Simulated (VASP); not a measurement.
# SiC (P6_3mc) in VASP: notebook

SiC is run at these levels: LDA; tasks: single point.

Program: VASP 6.6.1. These are calculated values, not measurements. Logs are shortened: lines on timing, memory, paths and dates and some standing lists are left out, and cuts for length are marked.

## Step 1: The cell of the first run

Symmetry: P6_3mc, No. 186, hexagonal system. Conventional cell: a = 3.004 Å, b = 3.004 Å, c = 5.193 Å, α = 90.00°, β = 90.00°, γ = 120.00°. Within 2.4 Å of Si (site symmetry 3m) lie 4 C at 1.80 to 1.91 Å. Within 2.4 Å of C (site symmetry 3m) lie 4 Si at 1.80 to 1.91 Å.

## Step 2: Single point, LDA (c/a of the conventional cell at fixed volume 1.7289)

File INCAR:

```
SYSTEM = SiC
PREC = Accurate ; ENCUT = 520
EDIFF = 1E-6 ; ISMEAR = 0
SIGMA = 0.05 ; LREAL = .FALSE.
LASPH = .TRUE. ; NELM = 60
ALGO = Normal ; ISIF = 2
LWAVE = .FALSE. ; LCHARG = .TRUE.
LELF = .TRUE. ; LVHAR = .TRUE.
NBANDS = 16
```

File KPOINTS:

```
Automatic mesh
0
G
  12 12 6
  0 0 0
```

File POSCAR:

```
SiC
1.0
    3.0036848971      0.0000000000      0.0000000000
   -1.5018424486      2.6012674258      0.0000000000
    0.0000000000      0.0000000000      5.1930708186
Si C
2 2
Direct
    0.3333333333      0.6666666667      0.0046041256
    0.6666666667      0.3333333333      0.5046041256
    0.3333333333      0.6666666667      0.3504926021
    0.6666666667      0.3333333333      0.8504926021
```

Potentials or basis: VASP PAW LDA potentials, release 64 (Si, C).

Run with:

```
$ cat potpaw_LDA.64/Si/POTCAR potpaw_LDA.64/C/POTCAR > POTCAR
$ mpirun -np 1 vasp_std > vasp.out
```

OUTCAR:

```text
SYSTEM = SiC
   PREC = Accurate
   ENCUT = 520
   EDIFF = 1E-6
   ISMEAR = 0
   LREAL = .FALSE.
   LASPH = .TRUE.
   NELM = 60
   ISIF = 2

 ion  position               nearest neighbor table
   1  0.333  0.667  0.005-   3 1.80   4 1.91   4 1.91   4 1.91   2 3.12   2 3.12   2 3.12   2 3.12
                             2 3.12   2 3.12
   2  0.667  0.333  0.505-   4 1.80   3 1.91   3 1.91   3 1.91   1 3.12   1 3.12   1 3.12   1 3.12
                             1 3.12   1 3.12
   3  0.333  0.667  0.350-   1 1.80   2 1.91   2 1.91   2 1.91
   4  0.667  0.333  0.850-   2 1.80   1 1.91   1 1.91   1 1.91

  LATTYP: Found a hexagonal cell.
 ALAT       =     3.0036848971
 C/A-ratio  =     1.7289000000

  Lattice vectors:

 A1 = (   3.0036848971,   0.0000000000,   0.0000000000)
 A2 = (  -1.5018424486,   2.6012674258,   0.0000000000)
 A3 = (   0.0000000000,   0.0000000000,   5.1930708186)

Analysis of symmetry for initial positions (statically):
=====================================================================
 Subroutine PRICEL returns:
 Original cell was already a primitive cell.

 Routine SETGRP: Setting up the symmetry group for a
 hexagonal supercell.

 Subroutine GETGRP returns: Found 12 space group operations
 (whereof  6 operations were pure point group operations)
 out of a pool of 24 trial point group operations.

The static configuration has the point symmetry C_3v.
 The point group associated with its full space group is C_6v.

Analysis of symmetry for dynamics (positions and initial velocities):
=====================================================================
 Subroutine PRICEL returns:
 Original cell was already a primitive cell.

 Routine SETGRP: Setting up the symmetry group for a
 hexagonal supercell.

 Subroutine GETGRP returns: Found 12 space group operations
 (whereof  6 operations were pure point group operations)
 out of a pool of 24 trial point group operations.

The dynamic configuration has the point symmetry C_3v.
 The point group associated with its full space group is C_6v.

 Subroutine INISYM returns: Found 12 space group operations
 (whereof  6 operations are pure point group operations),
 and found     1 'primitive' translations

----------------------------------------------------------------------------------------

                                     Primitive cell

  volume of cell :      40.5755

  direct lattice vectors                    reciprocal lattice vectors
     3.003684897  0.000000000  0.000000000     0.332924403  0.192213993  0.000000000
    -1.501842449  2.601267426  0.000000000     0.000000000  0.384427987  0.000000000
     0.000000000  0.000000000  5.193070819     0.000000000  0.000000000  0.192564291

  length of vectors
     3.003684897  3.003684897  5.193070819     0.384427987  0.384427987  0.192564291

  position of ions in fractional coordinates (direct lattice)
     0.333333333  0.666666667  0.004604126
     0.666666667  0.333333333  0.504604126
     0.333333333  0.666666667  0.350492602
     0.666666667  0.333333333  0.850492602

  ion indices of the primitive-cell ions
   primitive index   ion index
                 1           1
                 2           2
                 3           3
                 4           4

----------------------------------------------------------------------------------------

 KPOINTS: Automatic mesh

Automatic generation of k-mesh.
 Grid dimensions read from file:
 generate k-points for:   12   12    6

 Generating k-lattice:

  Cartesian coordinates                     Fractional coordinates (reciprocal lattice)
     0.027743700  0.016017833  0.000000000     0.083333333  0.000000000  0.000000000
     0.000000000  0.032035666  0.000000000     0.000000000  0.083333333  0.000000000
     0.000000000  0.000000000  0.032094048     0.000000000  0.000000000  0.166666667

  Length of vectors
     0.032035666  0.032035666  0.032094048

  Shift w.r.t. Gamma in fractional coordinates (k-lattice)
     0.000000000  0.000000000  0.000000000

 Subroutine IBZKPT returns following result:
 ===========================================

 Found     76 irreducible k-points:

 Following reciprocal coordinates:
            Coordinates               Weight
  0.000000  0.000000  0.000000      1.000000
  0.083333 -0.000000  0.000000      6.000000
  0.166667 -0.000000  0.000000      6.000000
  0.250000 -0.000000  0.000000      6.000000
  0.333333  0.000000  0.000000      6.000000
  0.416667 -0.000000  0.000000      6.000000
[... 16 lines left out ...]
  0.250000 -0.000000  0.166667     12.000000
  0.333333  0.000000  0.166667     12.000000
 [... further k-points ...]
   k-points           NKPTS =     76   k-points in BZ     NKDIM =     76   number of bands    NBANDS=     16
   number of dos      NEDOS =    301   number of ions     NIONS =      4
   total plane-waves  NPLWV =  23040
   dimension x,y,z NGX =    24 NGY =   24 NGZ =   40
   dimension x,y,z NGXF=    48 NGYF=   48 NGZF=   80
   ions per type =               2   2
   NGX,Y,Z   is equivalent  to a cutoff of  13.28, 13.28, 12.81 a.u.
   NGXF,Y,Z  is equivalent  to a cutoff of  26.57, 26.57, 25.61 a.u.
 SYSTEM =  SiC
   PREC   = accura    normal or accurate (medium, high low for compatibility)
   ISTART =      0    job   : 0-new  1-cont  2-samecut
   ICHARG =      2    charge: 1-file 2-atom 10-const
   ISPIN  =      1    spin polarized calculation?
   LNONCOLLINEAR =      F non collinear calculations
   LSORBIT =      F    spin-orbit coupling
   LASPH  =      T    aspherical Exc in radial PAW
   ENCUT  =  520.0 eV  38.22 Ry    6.18 a.u.   5.58  5.58  9.66*2*pi/ulx,y,z
   NELM   =     60;   NELMIN=  2; NELMDL= -5     # of ELM steps
   EDIFF  = 0.1E-05   stopping-criterion for ELM
   LREAL  =      F    real-space projection
   EDIFFG = 0.1E-04   stopping-criterion for IOM
   NSW    =      0    number of steps for IOM
   IBRION =     -1    ionic relax: 0-MD 1-quasi-New 2-CG
   NFREE  =      0    steps in history (QN), initial steepest desc. (CG)
   ISIF   =      2    stress and relaxation
   ISYM   =      2    0-nonsym 1-usesym 2-fastsym
   POTIM  = 0.5000    time-step for ionic-motion
   TEBEG  =    0.0;   TEEND  =   0.0 temperature during run
   PSTRESS=    0.0 pullay stress
   NELECT =      16.0000    total number of electrons
   NUPDOWN=      -1.0000    fix difference up-down
   EMIN   =  10.00;   EMAX   =-10.00  energy-range for DOS
   EFERMI =   0.00;   METHOD = LEGACY
   ISMEAR =     0;   SIGMA  =   0.05  broadening in eV -4-tet -1-fermi 0-gaus
   EFERMI_NEDOS =   21; number of points for ismear=-14 and -15
   IALGO  =     38    algorithm
   IMIX   =      4    mixing-type and parameters
     AMIX     =   0.40;   BMIX     =  1.00
     AMIX_MAG =   1.60;   BMIX_MAG =  1.00
  volume/ion in A,a.u.               =      10.14        68.45
  Fermi-wavevector in a.u.,A,eV,Ry     =   1.200495  2.268606 19.608550  1.441188
  Thomas-Fermi vector in A             =   2.336329
   LORBIT       =      0    0 simple, 1 ext, 2 COOP (PROOUT), +10 PAW based schemes
   GGA     = CA    functional components
   LHFCALC =     F    Hartree Fock is set to
   AEXX    =    0.0000 exact exchange contribution
   IVDW    =     0    specifies the selected vdW correction
   LEPSILON=     F    determine dielectric tensor
   LRPA    =     F    only Hartree local field effects (RPA)
 non-spin polarized calculation
 Gauss-broadening in eV      SIGMA  =   0.05
  energy-cutoff  :      520.00
  volume of cell :       40.58
 maximum number of plane-waves:      1135
 NGX is ok and might be reduce to    24
   NGX = 11   NGY = 11   NGZ = 19

 number of electron      15.9999997 magnetization

 Free energy of the ion-electron system (eV)
  ---------------------------------------------------
  ext. energy  EPLUGINS =         0.00000000
  ---------------------------------------------------
  free energy    TOTEN  =       -32.81918733 eV

  energy without entropy =      -32.81918733  energy(sigma->0) =      -32.81918733

 E-fermi :   9.1766     XC(G=0): -11.6494

 val. band max:        8.9825383698   @ k =   0.0000   0.0000   0.0000
 cond. band min:       9.7088879089   @ k =   0.3333   0.3333   0.0000
 fundamental gap:      0.7263495392
 Fermi energy:         9.1765905139

 k-point     1 :       0.0000    0.0000    0.0000
  band No.  band energies     occupation
      1      -7.1743      2.00000
      2      -3.6441      2.00000
      3      -1.0303      2.00000
      4       7.2184      2.00000
      5       7.7771      2.00000
      6       7.7771      2.00000
[... 8 lines left out ...]
     15      17.9200      0.00000
     16      18.9427      0.00000

 k-point     2 :       0.0833   -0.0000    0.0000
  band No.  band energies     occupation
      1      -7.0468      2.00000
      2      -3.5332      2.00000
      3      -0.9123      2.00000
      4       7.0346      2.00000
      5       7.1847      2.00000
      6       7.5435      2.00000
[... 8 lines left out ...]
     15      18.1668      0.00000
     16      18.9603      0.00000

 k-point     3 :       0.1667   -0.0000    0.0000
  band No.  band energies     occupation
      1      -6.6674      2.00000
      2      -3.2094      2.00000
      3      -0.5661      2.00000
      4       5.4654      2.00000
      5       6.9544      2.00000
      6       7.0255      2.00000
[... 8 lines left out ...]
     15      18.4668      0.00000
     16      18.7666      0.00000

 k-point     4 :       0.2500   -0.0000    0.0000
  band No.  band energies     occupation
      1      -6.0474      2.00000
      2      -2.7072      2.00000
      3      -0.0237      2.00000
      4       3.7096      2.00000
      5       5.8232      2.00000
      6       6.4709      2.00000
[... 8 lines left out ...]
     15      18.7845      0.00000
     16      19.8346      0.00000
[... 324 lines left out ...]
 k-point    22 :       0.1667   -0.0000    0.1667
  band No.  band energies     occupation
      1      -6.5396      2.00000
      2      -3.7711      2.00000
      3       0.1857      2.00000
      4       5.5631      2.00000
      5       6.2835      2.00000
      6       7.1117      2.00000
[... 8 lines left out ...]
     15      18.6149      0.00000
     16      18.8574      0.00000

 k-point    23 :       0.2500   -0.0000    0.1667
  band No.  band energies     occupation
      1      -5.9215      2.00000
      2      -3.2310      2.00000
      3       0.6455      2.00000
      4       3.8610      2.00000
      5       5.2883      2.00000
      6       6.5644      2.00000
[... 8 lines left out ...]
     15      19.0412      0.00000
     16      19.6668      0.00000

 k-point    24 :       0.3333    0.0000    0.1667
  band No.  band energies     occupation
      1      -5.0920      2.00000
      2      -2.5762      2.00000
      3       0.9164      2.00000
      4       2.6272      2.00000
      5       3.8479      2.00000
      6       6.1129      2.00000
[... 8 lines left out ...]
     15      19.6982      0.00000
     16      20.7395      0.00000

 [... further k-points ...]
[... 5 lines left out ...]
  --------------------------------------------------------------------------------------
  -------------------------------------------------------------------------------------
  Total        1.1839683      1.1839683     -2.0097032     -0.0000000      0.0000000      0.0000000
  in kB       46.7505827     46.7505826    -79.3558390     -0.0000000      0.0000000      0.0000000
  external PRESSURE =       4.7151088 kB  Pullay stress =       0.0000000 kB

 VOLUME and BASIS-vectors are now :
 -----------------------------------------------------------------------------
  energy-cutoff  :      520.00
  volume of cell :       40.58
      direct lattice vectors                 reciprocal lattice vectors
     3.003684897  0.000000000  0.000000000     0.332924403  0.192213993  0.000000000
    -1.501842449  2.601267426  0.000000000     0.000000000  0.384427987  0.000000000
     0.000000000  0.000000000  5.193070819     0.000000000  0.000000000  0.192564291

 POSITION                                       TOTAL-FORCE (eV/Angst)
 -----------------------------------------------------------------------------------
     -0.00000      1.73418      0.02391         0.000000     -0.000000     -2.811115
      1.50184      0.86709      2.62044         0.000000      0.000000     -2.811115
     -0.00000      1.73418      1.82013        -0.000000      0.000000      2.811115
      1.50184      0.86709      4.41667         0.000000     -0.000000      2.811115
 -----------------------------------------------------------------------------------
    total drift:                               -0.000000      0.000000      0.000214

  FREE ENERGIE OF THE ION-ELECTRON SYSTEM (eV)
  ---------------------------------------------------
  free  energy   TOTEN  =       -32.8191873321 eV

  energy  without entropy=      -32.8191873321  energy(sigma->0) =      -32.81918733
```

Run time: 29 s. Hardware: 1 thread of Intel Xeon 6975P-C, shared host; peak memory 0.16 GiB.

What came out:

* Free energy: -32.8192 eV
* Pressure: 0.5 GPa
* Largest force: 2.811 eV/Å
* Band gap on the k mesh: 0.73 eV, indirect (least direct gap 3.83 eV)

Forces on the atoms (eV/Å):
```
Si   0.000  0.000 -2.811
Si   0.000  0.000 -2.811
C    0.000  0.000  2.811
C    0.000  0.000  2.811
```

Levels at points of the mesh, in eV from the valence-band top:
| k point | band 4 | band 5 | band 6 | band 7 | band 8 | band 9 | band 10 | band 11 | band 12 | band 13 |
| --- | --- | --- | --- | --- | --- | --- | --- | --- | --- | --- |
| (0.00, 0.00, 0.00) | -1.76 | -1.21 | -1.21 | 0.00 | 0.00 | 4.89 | 5.29 | 6.60 | 6.60 | 7.69 |
| (0.50, 0.00, 0.00) | -6.74 | -6.50 | -4.48 | -3.36 | -1.27 | 2.67 | 2.77 | 6.02 | 6.47 | 8.76 |
| (0.00, 0.00, 0.50) | -5.85 | -0.65 | -0.65 | -0.65 | -0.65 | 6.15 | 6.15 | 7.30 | 7.30 | 7.30 |
| (0.50, 0.00, 0.50) | -8.75 | -3.52 | -3.52 | -2.51 | -2.51 | 2.32 | 2.32 | 4.88 | 4.88 | 9.22 |

Caveat: forces of over 1 eV/Å act on the atoms, so gaps and moduli don't describe the material at rest.

## Step 3: Single point, LDA (c/a of the conventional cell at fixed volume 1.7289)

File INCAR:

```
PREC = Accurate
ENCUT = 520
EDIFF = 1E-6
ISMEAR = 0
SIGMA = 0.05
LREAL = F
LASPH = T
NELM = 60
ALGO = Normal
ISIF = 2
LWAVE = F
LCHARG = F
GGA = CA
NBANDS = 16
```

File KPOINTS:

```
regular mesh
0
Gamma
  12 12 6
```

Edit POSCAR of step 2 so:

```diff
@@ -10,3 +10,3 @@
     0.6666666667      0.3333333333      0.5046041256
-    0.3333333333      0.6666666667      0.3504926021
-    0.6666666667      0.3333333333      0.8504926021
+    0.3333333333      0.6666666667      0.4102991467
+    0.6666666667      0.3333333333      0.9102991467
```

Potentials or basis: VASP PAW LDA potentials, release 64 (Si, C).

Run with:

```
$ cat potpaw_LDA.64/Si/POTCAR potpaw_LDA.64/C/POTCAR > POTCAR
$ mpirun -np 1 vasp_std > vasp.out
```

Wall time 32 s (1 thread of Intel Xeon 6975P-C, shared host); peak memory 0.16 GiB.

Results (log left out):

* Free energy: -32.7314 eV
* Pressure: 6.9 GPa
* Largest force: 2.026 eV/Å
* Band gap on the k mesh: 2.29 eV, indirect (least direct gap 4.48 eV)

Forces on the atoms (eV/Å):
```
Si   0.000  0.000  2.026
Si   0.000  0.000  2.026
C    0.000  0.000 -2.026
C    0.000  0.000 -2.026
```

Stress tensor (GPa, compression positive):
```
 18.87   0.00   0.00
  0.00  18.87   0.00
  0.00   0.00 -17.01
```

Levels at points of the mesh, in eV from the valence-band top:
```
           k point  band 5  band 6  band 7  band 8  band 9  band 10  band 11  band 12
(0.00, 0.00, 0.00)   -1.72   -0.76   -0.76    0.00    4.71     5.37     6.73     6.73
(0.50, 0.00, 0.00)   -5.25   -3.73   -3.08   -2.12    2.67     3.87     6.34     7.76
(0.00, 0.00, 0.50)   -1.27   -1.27   -1.27   -1.27    6.18     6.18     7.30     7.30
(0.50, 0.00, 0.50)   -3.03   -3.03   -2.43   -2.43    2.78     2.78     4.42     4.42
```

Caveat: forces of over 1 eV/Å act on the atoms, so gaps and moduli don't describe the material at rest. A k mesh can miss the band edges.
